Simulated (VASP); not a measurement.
# CsCl (Pm-3m) in VASP: a series of runs, part 2 of 2

VASP 6.6.1. The steps go on from the part before.

## Step 3: Single point, PBE

The input, INCAR:

```
SYSTEM = CsCl
PREC = Accurate
ENCUT = 500
EDIFF = 1E-6
ISMEAR = 0
SIGMA = 0.01
LREAL = .False.
LASPH = .True.
NELM = 120
ALGO = Normal
ISIF = 2
LWAVE = .False.
LCHARG = .False.
GGA = PE
NBANDS = 15
GGA_COMPAT = .False.
```

The input, KPOINTS:

```
regular mesh
0
Gamma
  6 6 6
  0 0 0
```

The input, POSCAR:

```
CsCl
1.0
    4.1406758997      0.0000000000      0.0000000000
    0.0000000000      4.1406758997      0.0000000000
    0.0000000000      0.0000000000      4.1406758997
Cs Cl
1 1
Direct
    0.0000000000      0.0000000000      0.0000000000
    0.5000000000      0.5000000000      0.5000000000
```

Potentials or basis: VASP PAW PBE potentials, release 64 (Cs_sv, Cl).

On the command line:

```sh
$ cat potpaw_PBE.64/Cs_sv/POTCAR potpaw_PBE.64/Cl/POTCAR > POTCAR
$ mpirun -np 1 vasp_std > vasp.out
```

OUTCAR:

```text
SYSTEM = CsCl
   PREC = Accurate
   ENCUT = 500
   EDIFF = 1E-6
   ISMEAR = 0
   LREAL = .False.
   LASPH = .True.
   NELM = 120
   ISIF = 2
   GGA = PE

 ion  position               nearest neighbor table
   1  0.000  0.000  0.000-
   2  0.500  0.500  0.500-

  LATTYP: Found a simple cubic cell.
 ALAT       =     4.1406758997

  Lattice vectors:

 A1 = (   4.1406758997,   0.0000000000,   0.0000000000)
 A2 = (   0.0000000000,   4.1406758997,   0.0000000000)
 A3 = (   0.0000000000,   0.0000000000,   4.1406758997)

Analysis of symmetry for initial positions (statically):
=====================================================================
 Subroutine PRICEL returns:
 Original cell was already a primitive cell.

 Routine SETGRP: Setting up the symmetry group for a
 simple cubic supercell.

 Subroutine GETGRP returns: Found 48 space group operations
 (whereof 48 operations were pure point group operations)
 out of a pool of 48 trial point group operations.

The static configuration has the point symmetry O_h .

Analysis of symmetry for dynamics (positions and initial velocities):
=====================================================================
 Subroutine PRICEL returns:
 Original cell was already a primitive cell.

 Routine SETGRP: Setting up the symmetry group for a
 simple cubic supercell.

 Subroutine GETGRP returns: Found 48 space group operations
 (whereof 48 operations were pure point group operations)
 out of a pool of 48 trial point group operations.

The dynamic configuration has the point symmetry O_h .

 Subroutine INISYM returns: Found 48 space group operations
 (whereof 48 operations are pure point group operations),
 and found     1 'primitive' translations

----------------------------------------------------------------------------------------

                                     Primitive cell

  volume of cell :      70.9927

  direct lattice vectors                    reciprocal lattice vectors
     4.140675900  0.000000000  0.000000000     0.241506465  0.000000000  0.000000000
     0.000000000  4.140675900  0.000000000     0.000000000  0.241506465  0.000000000
     0.000000000  0.000000000  4.140675900     0.000000000  0.000000000  0.241506465

  length of vectors
     4.140675900  4.140675900  4.140675900     0.241506465  0.241506465  0.241506465

  position of ions in fractional coordinates (direct lattice)
     0.000000000  0.000000000  0.000000000
     0.500000000  0.500000000  0.500000000

  ion indices of the primitive-cell ions
   primitive index   ion index
                 1           1
                 2           2

----------------------------------------------------------------------------------------

 KPOINTS: regular mesh

Automatic generation of k-mesh.
 Grid dimensions read from file:
 generate k-points for:    6    6    6

 Generating k-lattice:

  Cartesian coordinates                     Fractional coordinates (reciprocal lattice)
     0.040251078  0.000000000  0.000000000     0.166666667  0.000000000  0.000000000
     0.000000000  0.040251078  0.000000000     0.000000000  0.166666667  0.000000000
     0.000000000  0.000000000  0.040251078     0.000000000  0.000000000  0.166666667

  Length of vectors
     0.040251078  0.040251078  0.040251078

  Shift w.r.t. Gamma in fractional coordinates (k-lattice)
     0.000000000  0.000000000  0.000000000

 Subroutine IBZKPT returns following result:
 ===========================================

 Found     20 irreducible k-points:

 Following reciprocal coordinates:
            Coordinates               Weight
  0.000000  0.000000  0.000000      1.000000
  0.166667  0.000000  0.000000      6.000000
  0.333333  0.000000  0.000000      6.000000
  0.500000  0.000000  0.000000      3.000000
  0.166667  0.166667  0.000000     12.000000
  0.333333  0.166667  0.000000     24.000000
[... 12 lines left out ...]
  0.500000  0.500000  0.333333      6.000000
  0.500000  0.500000  0.500000      1.000000
   k-points           NKPTS =     20   k-points in BZ     NKDIM =     20   number of bands    NBANDS=     15
   number of dos      NEDOS =    301   number of ions     NIONS =      2
   total plane-waves  NPLWV =  27000
   dimension x,y,z NGX =    30 NGY =   30 NGZ =   30
   dimension x,y,z NGXF=    60 NGYF=   60 NGZF=   60
   ions per type =               1   1
   NGX,Y,Z   is equivalent  to a cutoff of  12.04, 12.04, 12.04 a.u.
   NGXF,Y,Z  is equivalent  to a cutoff of  24.09, 24.09, 24.09 a.u.
 SYSTEM =  CsCl
   PREC   = accura    normal or accurate (medium, high low for compatibility)
   ISTART =      0    job   : 0-new  1-cont  2-samecut
   ICHARG =      2    charge: 1-file 2-atom 10-const
   ISPIN  =      1    spin polarized calculation?
   LNONCOLLINEAR =      F non collinear calculations
   LSORBIT =      F    spin-orbit coupling
   LASPH  =      T    aspherical Exc in radial PAW
   ENCUT  =  500.0 eV  36.75 Ry    6.06 a.u.   7.55  7.55  7.55*2*pi/ulx,y,z
   NELM   =    120;   NELMIN=  2; NELMDL= -5     # of ELM steps
   EDIFF  = 0.1E-05   stopping-criterion for ELM
   LREAL  =      F    real-space projection
   EDIFFG = 0.1E-04   stopping-criterion for IOM
   NSW    =      0    number of steps for IOM
   IBRION =     -1    ionic relax: 0-MD 1-quasi-New 2-CG
   NFREE  =      0    steps in history (QN), initial steepest desc. (CG)
   ISIF   =      2    stress and relaxation
   ISYM   =      2    0-nonsym 1-usesym 2-fastsym
   POTIM  = 0.5000    time-step for ionic-motion
   TEBEG  =    0.0;   TEEND  =   0.0 temperature during run
   PSTRESS=    0.0 pullay stress
   NELECT =      16.0000    total number of electrons
   NUPDOWN=      -1.0000    fix difference up-down
   EMIN   =  10.00;   EMAX   =-10.00  energy-range for DOS
   EFERMI =   0.00;   METHOD = LEGACY
   ISMEAR =     0;   SIGMA  =   0.01  broadening in eV -4-tet -1-fermi 0-gaus
   EFERMI_NEDOS =   21; number of points for ismear=-14 and -15
   IALGO  =     38    algorithm
   IMIX   =      4    mixing-type and parameters
     AMIX     =   0.40;   BMIX     =  1.00
     AMIX_MAG =   1.60;   BMIX_MAG =  1.00
  volume/ion in A,a.u.               =      35.50       239.54
  Fermi-wavevector in a.u.,A,eV,Ry     =   0.996270  1.882677 13.504508  0.992553
  Thomas-Fermi vector in A             =   2.128347
   LORBIT       =      0    0 simple, 1 ext, 2 COOP (PROOUT), +10 PAW based schemes
   GGA     = PE    functional components
   LHFCALC =     F    Hartree Fock is set to
   AEXX    =    0.0000 exact exchange contribution
   IVDW    =     0    specifies the selected vdW correction
   LEPSILON=     F    determine dielectric tensor
   LRPA    =     F    only Hartree local field effects (RPA)
 non-spin polarized calculation
 Gauss-broadening in eV      SIGMA  =   0.01
  energy-cutoff  :      500.00
  volume of cell :       70.99
 maximum number of plane-waves:      1856
   NGX = 15   NGY = 15   NGZ = 15

 number of electron      15.9999997 magnetization

 Free energy of the ion-electron system (eV)
  ---------------------------------------------------
  ext. energy  EPLUGINS =         0.00000000
  ---------------------------------------------------
  free energy    TOTEN  =        -6.53224818 eV

  energy without entropy =       -6.53224818  energy(sigma->0) =       -6.53224818

 E-fermi :  -0.3280     XC(G=0):  -8.1984

 val. band max:       -0.3832538827   @ k =   0.0000   0.0000   0.0000
 cond. band min:       4.8190091973   @ k =   0.0000   0.0000   0.0000
 fundamental gap:      5.2022630800
 Fermi energy:        -0.3279871137

 k-point     1 :       0.0000    0.0000    0.0000
  band No.  band energies     occupation
      1     -19.7826      2.00000
      2     -12.5437      2.00000
      3      -6.2783      2.00000
      4      -6.2783      2.00000
      5      -6.2783      2.00000
      6      -0.3833      2.00000
      7      -0.3833      2.00000
      8      -0.3833      2.00000
      9       4.8190      0.00000
     10       5.0225      0.00000
     11       5.0225      0.00000
     12       9.5980      0.00000
     13       9.5980      0.00000
     14       9.5980      0.00000
[... 329 lines left out ...]
      2     -12.3814      2.00000
      3      -6.7947      2.00000
      4      -6.7947      2.00000
      5      -6.7947      2.00000
      6      -1.4477      2.00000
      7      -1.4477      2.00000
      8      -1.4477      2.00000
      9       8.0552      0.00000
     10       8.0552      0.00000
     11       8.0552      0.00000
     12      10.0708      0.00000
     13      10.0708      0.00000
     14      10.0708      0.00000
     15      11.9669      0.00000

------------------------ aborting loop because EDIFF is reached ----------------------------------------

  FORCE on cell =-STRESS in cart. coord.  units (eV):
  Direction    XX          YY          ZZ          XY          YZ          ZX
  --------------------------------------------------------------------------------------
  -------------------------------------------------------------------------------------
  Total        0.3445293      0.3445293      0.3445293     -0.0000000      0.0000000     -0.0000000
  in kB        7.7754062      7.7754062      7.7754062     -0.0000000      0.0000000     -0.0000000
  external PRESSURE =       7.7754062 kB  Pullay stress =       0.0000000 kB

 VOLUME and BASIS-vectors are now :
 -----------------------------------------------------------------------------
  energy-cutoff  :      500.00
  volume of cell :       70.99
      direct lattice vectors                 reciprocal lattice vectors
     4.140675900  0.000000000  0.000000000     0.241506465  0.000000000  0.000000000
     0.000000000  4.140675900  0.000000000     0.000000000  0.241506465  0.000000000
     0.000000000  0.000000000  4.140675900     0.000000000  0.000000000  0.241506465

 POSITION                                       TOTAL-FORCE (eV/Angst)
 -----------------------------------------------------------------------------------
      0.00000      0.00000      0.00000         0.000000      0.000000      0.000000
      2.07034      2.07034      2.07034         0.000000      0.000000      0.000000
 -----------------------------------------------------------------------------------
    total drift:                                0.000000      0.000000      0.000000

  FREE ENERGIE OF THE ION-ELECTRON SYSTEM (eV)
  ---------------------------------------------------
  free  energy   TOTEN  =        -6.5322481842 eV

  energy  without entropy=       -6.5322481842  energy(sigma->0) =       -6.53224818
```

Run time: 9 s. Hardware: 1 thread of AMD EPYC 9R45 (Zen 5), shared host; peak memory 0.14 GiB.

Results:

```
Free energy            : -6.5322 eV
Pressure               : 0.8 GPa
Band gap on the k mesh : 5.20 eV, direct
```

Caveat: spin-orbit coupling is left out, which moves the levels of the heavy elements. A k mesh can miss the band edges.
